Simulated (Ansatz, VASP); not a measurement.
# Two plane-wave programs on P

```xyz
2
Lattice="3.3430 0.0000 0.0000 -1.6715 2.8951 0.0000 0.0000 0.0000 28.0000" Properties=species:S:1:pos:R:3 pbc="T T T"
P     0.0000    1.9301   14.1310
P     1.6715    0.9650   13.8690
```

Alike in both runs: task single point; functional r2SCAN; k mesh 9 × 9 × 1; occupations gaussian, width 0.02 eV; no spin polarisation.

|  | VASP | Ansatz |
| --- | --- | --- |
| version | VASP 6.6.1 | Ansatz 0.2.0 |
| potentials or method | VASP PAW PBE potentials, release 64 (P), cutoff 520 eV | scalar-relativistic, plane waves, PAW |
| valence electrons in the cell | 10 | 10 |

|  | VASP | Ansatz | Ansatz less VASP |
| --- | --- | --- | --- |
| gap on the k mesh at the Fermi level (eV) | none | none | - |
| rms of the force components (eV/Å) | 1.084 | 1.103 | +0.0188 |

VASP's potentials were made for PBE, not for r2SCAN. Atom by atom the forces differ by 0.019 eV/Å (rms over components). A gap of «none» marks a metal or a gap that the smearing closes.
